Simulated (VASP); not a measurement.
Ba, 1 atom in the cell. The structure is cubic, space group Im-3m (No. 229). The conventional cell has a = 5.111 Å, b = 5.111 Å, c = 5.111 Å, α = 90.00°, β = 90.00°, γ = 90.00°. Within 5.8 Å of Ba (site symmetry m-3m) lie 14 Ba at 4.43 to 5.11 Å.  This cell differs from its parent crystal: volume scaled by 1.06.

```yaml
Program: VASP 6.6.1
Task: single point
Functional: PBE
Potentials_or_basis: VASP PAW PBE potentials, release 64 (Ba_sv)
Cutoff: 520 eV
k_mesh: 8 × 8 × 8
Occupations: fermi-dirac, width 0.05 eV
Spin: no spin polarisation
Dipole_correction: no
Further_INCAR_settings: ALGO = Normal; EDIFF = 1e-07; NBANDS = 11
```

Potentials or basis: VASP PAW PBE potentials, release 64 (Ba_sv).

Command:

```console
$ cat potpaw_PBE.64/Ba_sv/POTCAR > POTCAR
$ mpirun -np 1 vasp_std > vasp.out
```

Hardware: 1 thread of Intel(R) Xeon(R) 6975P-C (Granite Rapids) (shared host).

Problem. How long does it take, and how much memory?

Solution. Run time: 7.9 s on 1 thread of Intel(R) Xeon(R) 6975P-C (Granite Rapids), with other jobs on the host, peak memory 0.2 GiB. Counts: scf iterations 11, k points 29.
